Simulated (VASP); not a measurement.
A run of VASP 6.6.1 is set up as follows.

File POSCAR:

```
SnTe
1.0
   -0.1896166334      3.1272869259      3.1272869259
    3.1272869259     -0.1896166334      3.1272869259
    3.1272869259      3.1272869259     -0.1896166334
Sn Te
1 1
Direct
    0.0000000000      0.0000000000      0.0000000000
    0.5000000000      0.5000000000      0.5000000000
```

Contents of INCAR.step1:

```
SYSTEM = SnTe
PREC = Accurate
ENCUT = 520
ISMEAR = -1
SIGMA = 0.02
LREAL = .FALSE.
LASPH = .TRUE.
NELM = 100
NBANDS = 17
GGA = PE
ALGO = Normal
EDIFF = 1E-4
LWAVE = .TRUE.
LCHARG = .FALSE.
```

INCAR.step2

```
SYSTEM = SnTe
PREC = Accurate
ENCUT = 520
EDIFF = 1E-7
ISMEAR = -1
SIGMA = 0.02
LREAL = .FALSE.
LASPH = .TRUE.
NELM = 100
ALGO = Normal
ISIF = 2
LWAVE = .FALSE.
LCHARG = .TRUE.
METAGGA = R2SCAN
LMIXTAU = .TRUE.
LELF = .TRUE.
LVHAR = .TRUE.
NBANDS = 17
ISTART = 1
```

KPOINTS

```
regular mesh
0
G
  8 8 8
  0 0 0
```

Potentials or basis: VASP PAW PBE potentials, release 64 (Sn_d, Te).

Command:

```bash
$ cat potpaw_PBE.64/Sn_d/POTCAR potpaw_PBE.64/Te/POTCAR > POTCAR
$ cp INCAR.step1 INCAR
$ mpirun -np 1 vasp_std > vasp.out
$ cp INCAR.step2 INCAR
$ mpirun -np 1 vasp_std > vasp.out
```

(1) Estimate the band gap on the k mesh.

(2) Estimate the pressure.

Results:

(1) zero (bands 10 and 11 overlap by 0.40 eV).

(2) -1.4 GPa.

Caveat: the cell differs from its parent crystal (epitaxial 111 strain +4.0%); semilocal functionals underestimate gaps, and a narrow one can read as zero; the PAW data sets were made with another functional, which shifts forces and pressure a little; spin-orbit coupling is left out, which moves the levels of the heavy elements.
